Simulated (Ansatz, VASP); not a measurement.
SrTe: VASP beside Ansatz

```xyz
2
Lattice="0.0000 3.3528 3.3528 3.3528 0.0000 3.3528 3.3528 3.3528 0.0000" Properties=species:S:1:pos:R:3 pbc="T T T"
Sr    0.0000    0.0000    0.0000
Te    3.3528    3.3528    3.3528
```

Alike in both runs: task single point; functional PBE; k mesh 6 × 6 × 6; occupations fermi-dirac, width 0.02 eV; no spin polarisation.

|  | VASP | Ansatz |
| --- | --- | --- |
| version | VASP 6.6.1 | Ansatz 0.2.0 |
| potentials or method | VASP PAW PBE potentials, release 64 (Sr_sv, Te) | plane waves, PAW |
| plane-wave cutoff (eV) | 500 | 420 |
| valence electrons in the cell | 16 | 26 |

|  | VASP | Ansatz | Ansatz less VASP |
| --- | --- | --- | --- |
| gap on the k mesh at the Fermi level (eV) | 1.75 | 1.77 | +0.024 |
| pressure (GPa) | 0.3 | 0.2 | -0.09 |

VASP's potentials hold 16 valence electrons a cell and Ansatz's 26, so a difference there can come from the potentials and not from the codes.

Spin-orbit coupling is off throughout.
